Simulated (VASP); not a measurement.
A run of VASP 6.6.1 is set up as follows.

File POSCAR:

```
PbS
1.0
    0.0000000000      2.9855285770      2.9855285770
    2.9855285770      0.0000000000      2.9855285770
    2.9855285770      2.9855285770      0.0000000000
Pb S
1 1
Direct
    0.0000000000      0.0000000000      0.0000000000
    0.5000000000      0.5000000000      0.5000000000
```

Contents of INCAR.step1:

```
SYSTEM = PbS
ALGO     = Normal         ! electronic algorithm
EDIFF    = 1E-4           ! SCF threshold, eV
ENCUT    = 520            ! plane-wave cutoff, eV
GGA      = PE             ! functional
ISMEAR   = -1             ! smearing method
LASPH    = .TRUE.         ! aspherical terms in the spheres
LCHARG   = .FALSE.        ! write CHGCAR
LREAL    = .FALSE.        ! projectors in reciprocal space
LWAVE    = .TRUE.         ! write WAVECAR
NBANDS   = 17             ! bands
NELM     = 60             ! most SCF steps
PREC     = Accurate       ! precision mode
SIGMA    = 0.1            ! smearing width, eV
```

The input INCAR.step2:

```
SYSTEM = PbS
ALGO     = Normal         ! electronic algorithm
EDIFF    = 1E-6           ! SCF threshold, eV
ENCUT    = 520            ! plane-wave cutoff, eV
ISIF     = 2              ! what is computed and relaxed
ISMEAR   = -1             ! smearing method
ISTART   = 1            
LASPH    = .TRUE.         ! aspherical terms in the spheres
LCHARG   = .FALSE.        ! write CHGCAR
LMIXTAU  = .TRUE.       
LREAL    = .FALSE.        ! projectors in reciprocal space
LWAVE    = .FALSE.        ! write WAVECAR
METAGGA  = R2SCAN         ! meta-GGA
NBANDS   = 17             ! bands
NELM     = 60             ! most SCF steps
PREC     = Accurate       ! precision mode
SIGMA    = 0.1            ! smearing width, eV
```

KPOINTS

```
k-points
0
G
  5 5 5
  0 0 0
```

Potentials or basis: VASP PAW PBE potentials, release 64 (Pb_d, S).

Command:

```sh
$ cat potpaw_PBE.64/Pb_d/POTCAR potpaw_PBE.64/S/POTCAR > POTCAR
$ cp INCAR.step1 INCAR
$ mpirun -np 1 vasp_std > vasp.out
$ cp INCAR.step2 INCAR
$ mpirun -np 1 vasp_std > vasp.out
```

What does it give for the pressure?

0.0 GPa.

Caveat: the PAW data sets were made with another functional, which shifts forces and pressure a little.
